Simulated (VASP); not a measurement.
A run of VASP 6.6.1 is set up as follows.

INCAR

```
SYSTEM = TiB
PREC = Accurate
ENCUT = 520
EDIFF = 1E-7
ISMEAR = 0
SIGMA = 0.1
LREAL = .FALSE.
LASPH = .TRUE.
NELM = 150
ALGO = Normal
ISIF = 2
LWAVE = .FALSE.
LCHARG = .FALSE.
ISPIN = 2
MAGMOM = 1 0
LORBIT = 11
LMAXMIX = 4
LDIPOL = .TRUE.
IDIPOL = 3
DIPOL = 0.5 0.5 0.294
GGA = PE
NBANDS = 18
```

The input KPOINTS:

```
regular mesh
0
G
  8 4 1
  0 0 0
```

Contents of POSCAR:

```
TiB
1.0
    1.9957983501      0.0000000000      0.0000000000
    0.0000000000      4.5082534682      0.0000000000
    0.0000000000      0.0000000000     23.8000000000
Ti B
1 1
Direct
    0.5000000000      0.0000000000      0.2941176471
    0.5000000000      0.5000000000      0.2941176471
```

Potentials or basis: VASP PAW PBE potentials, release 64 (Ti_sv, B).

Command:

```bash
$ cat potpaw_PBE.64/Ti_sv/POTCAR potpaw_PBE.64/B/POTCAR > POTCAR
$ mpirun -np 1 vasp_std > vasp.out
```

Problem. Estimate the net moment.

Solution. -0.12 μB per cell.

Problem. What does it give for the site moments?

Solution. Ti -0.16; B +0.00 μB.

Caveat: the k points lie up to 0.39 Å⁻¹ apart.
